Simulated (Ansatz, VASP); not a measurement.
**ZnO in VASP and in Ansatz**

```
Zn O
1.0
     3.14912    0.00000    0.00000
    -1.57456    2.72722    0.00000
     0.00000    0.00000    5.48986
Zn O
2 2
Direct
  0.33333 0.66667 0.00158
  0.66667 0.33333 0.50158
  0.33333 0.66667 0.42578
  0.66667 0.33333 0.92578
```

Alike in both runs: task single point; functional PBEsol; k mesh 9 × 9 × 6; occupations gaussian, width 0.05 eV; no spin polarisation.

|  | VASP | Ansatz |
| --- | --- | --- |
| version | VASP 6.6.1 | Ansatz 0.2.0 |
| potentials or method | VASP PAW PBE potentials, release 64 (Zn, O), cutoff 520 eV | scalar-relativistic, plane waves, PAW |
| valence electrons in the cell | 36 | 36 |

```tsv
	VASP	Ansatz	Ansatz less VASP
gap on the k mesh at the Fermi level (eV)	0.70	0.70	+0.001
least direct gap on the mesh (eV)	0.70	0.70	+0.001
pressure (GPa)	10.1	9.0	-1.09
traceless stress, the component that is largest in VASP (GPa)	-17.28	-16.39	+0.887
rms of the force components (eV/Å)	0.488	0.463	-0.0250
```

VASP's potentials were made for PBE, not for PBEsol, and Ansatz warns of the same on its side. Atom by atom the forces differ by 0.025 eV/Å (rms over components).
